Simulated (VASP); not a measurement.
Here is a VASP 6.6.1 calculation.

File INCAR:

```
PREC     = Accurate       # precision mode
ENCUT    = 600            # plane-wave cutoff, eV
EDIFF    = 1E-6           # SCF threshold, eV
ISMEAR   = 0              # smearing method
SIGMA    = 0.01           # smearing width, eV
LREAL    = False          # projectors in reciprocal space
LASPH    = True           # aspherical terms in the spheres
NELM     = 60             # most SCF steps
ALGO     = Normal         # electronic algorithm
ISIF     = 3              # what is computed and relaxed
LWAVE    = False          # write WAVECAR
LCHARG   = False          # write CHGCAR
GGA      = PS             # functional
IBRION   = 2              # ionic algorithm
NSW      = 80             # ionic steps
EDIFFG   = -0.001         # ionic threshold
```

Contents of KPOINTS:

```
Automatic mesh
0
Gamma
  6 6 8
```

Contents of POSCAR:

```
Si3N4
1.0
    7.6240705028      0.0000000000      0.0000000000
   -3.8120352514      6.6026387357      0.0000000000
    0.0000000000      0.0000000000      2.9105865377
Si N
6 8
Direct
    0.7675675678      0.1739276520      0.2500000000
    0.5936399158      0.7675675678      0.7500000000
    0.8260723480      0.5936399158      0.2500000000
    0.2324324322      0.8260723480      0.7500000000
    0.4063600842      0.2324324322      0.2500000000
    0.1739276520      0.4063600842      0.7500000000
    0.0296346227      0.3300010213      0.2500000000
    0.6996336014      0.0296346227      0.7500000000
    0.6699989787      0.6996336014      0.2500000000
    0.9703653773      0.6699989787      0.7500000000
    0.3003663986      0.9703653773      0.2500000000
    0.3300010213      0.3003663986      0.7500000000
    0.6666666667      0.3333333333      0.2500000000
    0.3333333333      0.6666666667      0.7500000000
```

Potentials or basis: VASP PAW PBE potentials, release 64 (Si, N).

Command:

```console
$ cat potpaw_PBE.64/Si/POTCAR potpaw_PBE.64/N/POTCAR > POTCAR
$ mpirun -np 1 vasp_std > vasp.out
```

Task: What does it give for the space group after relaxing (to 0.1 Å)?

Result: P6_3/m (No. 176).

Task: Predict the relaxed volume.

Result: 10.47 Å³/atom.

Task: What does it give for the band gap on the k mesh?

Result: 4.20 eV (least direct gap 4.38 eV).

Task: Predict the relaxed cell.

Result: a = 7.626 Å, b = 7.626 Å, c = 2.911 Å, α = 90.00°, β = 90.00°, γ = 120.00°.

Final structure:
```
CELL_PARAMETERS angstrom
7.62593 0.00000 0.00000
-3.81297 6.60425 0.00000
0.00000 0.00000 2.91055
ATOMIC_POSITIONS crystal
Si 0.76752 0.17390 0.25000
Si 0.59362 0.76752 0.75000
Si 0.82610 0.59362 0.25000
Si 0.23248 0.82610 0.75000
Si 0.40638 0.23248 0.25000
Si 0.17390 0.40638 0.75000
N 0.02955 0.32998 0.25000
N 0.69957 0.02955 0.75000
N 0.67002 0.69957 0.25000
N 0.97045 0.67002 0.75000
N 0.30043 0.97045 0.25000
N 0.32998 0.30043 0.75000
N 0.66667 0.33333 0.25000
N 0.33333 0.66667 0.75000
```

Caveat: the PAW data sets were made with another functional, which shifts forces and pressure a little. A k mesh can miss the band edges.
